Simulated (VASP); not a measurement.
The system is MgZr2O3.

```
Mg Zr O
1.0
     2.83500   -4.91000    0.00000
     2.83500    4.91000    0.00000
    -1.89268    0.00000    5.34478
Mg Zr O
2 4 6
Direct
  0.83300 0.16700 0.00000
  0.16700 0.83300 0.00000
  0.00000 0.00000 0.50000
  0.33900 0.66100 0.50000
  0.66100 0.33900 0.50000
  0.50000 0.50000 0.00000
  0.06700 0.42500 0.77700
  0.57500 0.93300 0.22300
  0.42500 0.06700 0.77700
  0.93300 0.57500 0.22300
  0.78100 0.78100 0.77300
  0.21900 0.21900 0.22700
```

| Item | Value |
| --- | --- |
| Program | VASP 6.6.1 |
| Task | relaxation of cell and atoms |
| Functional | PBE |
| Potentials or basis | VASP PAW PBE potentials, release 64 (Mg, Zr_sv, O) |
| Cutoff | 600 eV |
| k mesh | 3 × 3 × 2 |
| Occupations | gaussian, width 0.15 eV |
| Spin | no spin polarisation |

At the start: pressure -12.9 GPa; volume 12.40 Å³/atom.

Question: How do energy, volume and symmetry change on relaxing?

Answer: Over 11 steps the energy falls by 93.8 meV/atom and the volume is 11.39 Å³/atom (-8.2 %); space group C2/m (No. 12, to 0.1 Å) before and after.

Step by step:
```csv
step,energy change (eV),largest force (eV/Å),pressure (GPa),volume (Å³)
1,0.0000,1.0693,-12.86,148.80
2,-0.6086,0.9969,12.34,128.31
3,-0.7844,1.0950,2.70,134.27
4,-1.0274,0.3279,2.24,134.47
5,-1.0582,0.4841,2.34,134.53
6,-1.0947,0.2268,-2.02,137.86
7,-1.0961,0.2600,-1.35,137.31
8,-1.1193,0.1108,-0.36,136.70
9,-1.1230,0.1017,0.30,136.32
10,-1.1230,0.0994,0.27,136.35
11,-1.1253,0.0417,-0.07,136.65
```

Final structure:
```yaml
crystal:
  lattice:
    - [2.67809, -4.64240, 0.00633]
    - [2.67809, 4.64240, 0.00633]
    - [-1.77728, 0.00000, 5.49138]
  atoms:
    - { symbol: Mg, position: [0.83306, 0.16694, 0.00000] }
    - { symbol: Mg, position: [0.16694, 0.83306, 0.00000] }
    - { symbol: Zr, position: [0.00000, 0.00000, 0.50000] }
    - { symbol: Zr, position: [0.33396, 0.66604, 0.50000] }
    - { symbol: Zr, position: [0.66604, 0.33396, 0.50000] }
    - { symbol: Zr, position: [0.50000, 0.50000, 0.00000] }
    - { symbol: O, position: [0.08121, 0.43209, 0.79033] }
    - { symbol: O, position: [0.56791, 0.91879, 0.20967] }
    - { symbol: O, position: [0.43209, 0.08121, 0.79033] }
    - { symbol: O, position: [0.91879, 0.56791, 0.20967] }
    - { symbol: O, position: [0.78211, 0.78211, 0.79464] }
    - { symbol: O, position: [0.21789, 0.21789, 0.20536] }
```

Caveat: the k points lie up to 0.57 Å⁻¹ apart in the final cell, too coarse for converged energies and pressures of a metal; the relaxation stopped at a loose force limit of 0.08 eV/Å, so its end isn't a converged minimum.
